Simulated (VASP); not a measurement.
Wanted: the native input for a VASP 6.6.1 run.

```
Task                   : relaxation of cell and atoms
Functional             : PBE
Potentials or basis    : VASP PAW PBE potentials, release 64 (Te, Pb_d)
Cutoff                 : 500 eV
k mesh                 : 6 × 6 × 6
Occupations            : gaussian, width 0.01 eV
Spin                   : no spin polarisation
Dipole correction      : no
Further INCAR settings : ALGO = Normal; EDIFF = 1e-07; IBRION = 2; EDIFFG = -0.03; NSW = 80; ISIF = 3
```

The structure of TePb lies in POSCAR:

```
TePb
1.0
    4.5693240000      0.0000000000      0.0000000000
    2.2846620000      3.9571506621      0.0000000000
    2.2846620000      1.3190502207      3.7308374232
Te Pb
1 1
Direct
    0.5000000000      0.5000000000      0.5000000000
    0.0000000000      0.0000000000      0.0000000000
```

One way to write it, as run:

INCAR

```
PREC = Accurate
ENCUT = 500
EDIFF = 1E-7
ISMEAR = 0
SIGMA = 0.01
LREAL = F
LASPH = T
NELM = 120
ALGO = Normal
ISIF = 3
LWAVE = F
LCHARG = F
GGA = PE
IBRION = 2
NSW = 80
EDIFFG = -0.03
GGA_COMPAT = F
NELMIN = 4
```

KPOINTS

```
Automatic mesh
0
Gamma
  6 6 6
```

Potentials or basis: VASP PAW PBE potentials, release 64 (Te, Pb_d).

The run is started by

```sh
$ cat potpaw_PBE.64/Te/POTCAR potpaw_PBE.64/Pb_d/POTCAR > POTCAR
$ mpirun -np 1 vasp_std > vasp.out
```

Results of the run:

The relaxed volume is 35.41 Å³/atom and the relaxed cell is a = 4.644 Å, b = 4.644 Å, c = 4.644 Å, α = 60.00°, β = 60.00°, γ = 60.00°. The space group after relaxing (to 0.1 Å) is Fm-3m (No. 225) and the energy gained by relaxing is 10.6 meV/atom. The ionic steps are 3. The pressure after relaxing is 0.0 GPa and the band gap on the k mesh is 0.83 eV.

Caveat: spin-orbit coupling is left out, which moves the levels of the heavy elements.

It took 22 s on 1 thread of Intel(R) Xeon(R) 6975P-C (Granite Rapids) (shared host), peak memory 0.21 GiB.
